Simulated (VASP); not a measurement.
Runs of VASP 6.6.1 on NbAgCl3. The structure is that of space group Pm-3m (No. 221), or close to it. The cells are those of the table. 

```tsv
task	cell	k mesh	cutoff (eV)	gap on the mesh (eV)	pressure (GPa)	relaxed volume (Å³/atom)
relaxation of cell and atoms	relaxed from a = 4.982 Å, 5 atoms	8 × 8 × 8	600	-	0.0	24.89
single point	a = 4.982 Å, 5 atoms	4 × 4 × 4	520	none	-0.1	-
relaxation of cell and atoms	relaxed from a = 4.751 Å, 5 atoms	4 × 4 × 4	600	-	0.0	24.67
single point	a = 4.751 Å, 5 atoms	4 × 4 × 4	520	none	(a)	-
single point	a = 4.996 Å, 5 atoms	8 × 8 × 8	520	none	-0.1	-
```

Alike in all rows: level PBE; potentials or basis VASP PAW PBE potentials, release 64 (Nb_sv, Ag, Cl); no spin polarisation; smearing gaussian 0.1 eV.

Task: Fill in the values left out.

Result: (a) 8.5.

Caveats: an odd number of electrons without spin polarisation forces a metal (at least some runs); a magnetic or distorted state may lie lower (at least some runs); the highest band is partly filled, so the run has too few bands (at least some runs); the volume moved by over 15 % at a fixed basis, so the end points are rough (at least some runs); the cell stands under pressure (at least some runs).

A k mesh can miss the band edges, and the runs leave out spin-orbit coupling on Ag, Nb.

A gap of «none» marks levels without a gap at the run's occupations.
